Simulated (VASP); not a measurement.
Ge, 4 atoms in the cell. Symmetry: Fd-3m, No. 227, cubic system. Conventional cell: a = 5.762 Å, b = 5.762 Å, c = 5.762 Å, α = 90.00°, β = 90.00°, γ = 90.00°. Within 3.3 Å of Ge (site symmetry -43m) lie 4 Ge at 2.49 Å. 

- Program: VASP 6.6.1
- Task: single point
- Functional: PBE
- Potentials or basis: VASP PAW PBE potentials, release 64 (Ge_d)
- Cutoff: 410 eV
- k mesh: 10 × 8 × 10
- Occupations: gaussian, width 0.1 eV
- Spin: no spin polarisation
- Dipole correction: no
- k mesh for the DOS: 15 × 12 × 15
- Occupations for the DOS: tetrahedron
- Further INCAR settings: ALGO = Normal; EDIFF = 1e-06; NBANDS = 36

Potentials or basis: VASP PAW PBE potentials, release 64 (Ge_d).

Launch:

```console
$ cat potpaw_PBE.64/Ge_d/POTCAR > POTCAR
$ cp INCAR.step1 INCAR
$ cp KPOINTS.step1 KPOINTS
$ mpirun -np 1 vasp_std > vasp.out
$ cp INCAR.step2 INCAR
$ cp KPOINTS.step2 KPOINTS
$ mpirun -np 1 vasp_std > vasp.out
```

Hardware: 1 thread of Oxide Virtual Turin-like Processor, on a shared host.

Task: Estimate the wall time of this run.

Result: It took 12 min on 1 thread of Oxide Virtual Turin-like Processor, on a shared host, peak memory 0.45 GiB. Counts: k points 252.
